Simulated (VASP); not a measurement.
Crystal: Ga4As3P.

```
CELL_PARAMETERS angstrom
-2.80000 2.80000 5.60000
2.80000 -2.80000 5.60000
2.80000 2.80000 -5.60000
ATOMIC_POSITIONS crystal
Ga 0.12200 0.12200 0.49000
Ga 0.63200 0.63200 0.51000
Ga 0.36800 0.87800 0.00000
Ga 0.87800 0.36800 0.00000
P 0.00000 0.00000 0.00000
As 0.25000 0.75000 0.50000
As 0.75000 0.25000 0.50000
As 0.50000 0.50000 0.00000
```

| Quantity | Value |
| --- | --- |
| Program | VASP 6.6.1 |
| Task | relaxation of cell and atoms |
| Functional | PBE |
| Potentials or basis | VASP PAW PBE potentials, release 64 (Ga_d, P, As_d) |
| Cutoff | 510 eV |
| k mesh | 4 × 4 × 4 |
| Occupations | gaussian, width 0.2 eV |
| Spin | no spin polarisation |

At the start: pressure 3.2 GPa; volume 21.95 Å³/atom.

Problem. Where does the relaxation end?

Solution. Over 4 steps the energy falls by 10.1 meV/atom and the volume is 22.96 Å³/atom (+4.6 %); space group I-42m (No. 121, to 0.1 Å) before and after.

Step by step:
| step | energy change (eV) | largest force (eV/Å) | pressure (GPa) | volume (Å³) |
| --- | --- | --- | --- | --- |
| 1 | 0.0000 | 0.1536 | 3.21 | 175.62 |
| 2 | -0.0682 | 0.0569 | -1.11 | 187.03 |
| 3 | -0.0796 | 0.0810 | -0.03 | 183.75 |
| 4 | -0.0806 | 0.0442 | -0.02 | 183.69 |

Final structure:
```
CELL_PARAMETERS angstrom
-2.84258 2.84258 5.68335
2.84258 -2.84258 5.68335
2.84258 2.84258 -5.68335
ATOMIC_POSITIONS crystal
Ga 0.12119 0.12119 0.48785
Ga 0.63334 0.63334 0.51215
Ga 0.36666 0.87881 0.00000
Ga 0.87881 0.36666 0.00000
P 0.00000 0.00000 0.00000
As 0.25000 0.75000 0.50000
As 0.75000 0.25000 0.50000
As 0.50000 0.50000 0.00000
```

Caveat: the relaxation stopped at a loose force limit of 0.08 eV/Å, so its end isn't a converged minimum.
